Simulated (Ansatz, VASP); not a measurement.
F in VASP and in Ansatz

```
F
1.0
     0.00000    1.61334    1.61334
     1.61334    0.00000    1.61334
     1.61334    1.61334    0.00000
F
1
Direct
  0.00000 0.00000 0.00000
```

Alike in both runs: functional LDA; k mesh 17 × 17 × 17; occupations fermi-dirac, width 0.05 eV; no spin polarisation.

Ansatz relaxed the structure, and its values are those at the end. VASP's run is a single point on that final structure, the one shown.

```csv
,VASP,Ansatz
version,VASP 6.6.1,Ansatz 0.2.0
potentials or method,"VASP PAW LDA potentials, release 64 (F)","PAW with Ansatz's default frozen-core files, scalar-relativistic"
plane-wave cutoff (eV),520,420
valence electrons in the cell,7,7
```

```csv
,VASP,Ansatz,Ansatz less VASP
pressure (GPa),-0.7,0.0,+0.68
```

LDA's correlation is that of Perdew and Zunger in VASP and of Perdew and Wang (1992) in Ansatz.
